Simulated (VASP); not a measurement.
Write the native input for VASP 6.6.1 that does the following.

- Task: single point
- Functional: PBEsol
- Dispersion: D3(BJ)
- Potentials or basis: VASP PAW PBE potentials, release 64 (Sn_d, O)
- Cutoff: 520 eV
- k mesh: 12 × 12 × 10
- Occupations: gaussian, width 0.15 eV
- Spin: no spin polarisation
- Dipole correction: no
- Further INCAR settings: ALGO = Normal; EDIFF = 1e-07; NBANDS = 28

The structure of SnO lies in POSCAR:

```
SnO
1.0
    3.8020000000      0.0000000000      0.0000000000
    0.0000000000      3.8020000000      0.0000000000
    0.0000000000      0.0000000000      4.9569000000
Sn O
2 2
Direct
    0.0000000000      0.5000000000      0.2385000000
    0.5000000000      0.0000000000      0.7615000000
    0.0000000000      0.0000000000      0.0000000000
    0.5000000000      0.5000000000      0.0000000000
```

This cell differs from its parent crystal: strain +0.000 along x and y, +0.025 along z.

One way to write it, as run:

INCAR

```
  PREC = Accurate
  ENCUT = 520
  EDIFF = 1E-7
  ISMEAR = 0
  SIGMA = 0.15
  LREAL = F
  LASPH = T
  NELM = 60
  ALGO = Normal
  ISIF = 2
  LWAVE = F
  LCHARG = F
  GGA = PS
  IVDW = 12
  NBANDS = 28
```

KPOINTS

```
Automatic mesh
0
Gamma
  12 12 10
```

Potentials or basis: VASP PAW PBE potentials, release 64 (Sn_d, O).

Command:

```sh
$ cat potpaw_PBE.64/Sn_d/POTCAR potpaw_PBE.64/O/POTCAR > POTCAR
$ mpirun -np 1 vasp_std > vasp.out
```

Results of the run:

- Pressure: -3.7 GPa
- Largest force: 0.316 eV/Å
- Band gap on the k mesh: zero (bands 20 and 21 overlap by 0.01 eV)
- Dispersion energy per atom: -0.210 eV

Caveat: the cell differs from its parent crystal (strain +0.000 along x and y, +0.025 along z); the cell stands under tension; semilocal functionals underestimate gaps, and a narrow one can read as zero; the PAW data sets were made with another functional, which shifts forces and pressure a little; spin-orbit coupling is left out, which moves the levels of the heavy elements.

Wall time 6 min on 1 thread of Intel(R) Xeon(R) Platinum 8259CL CPU @ 2.50GHz (Skylake/Cascade Lake), with other jobs on the host, peak memory 0.38 GiB.
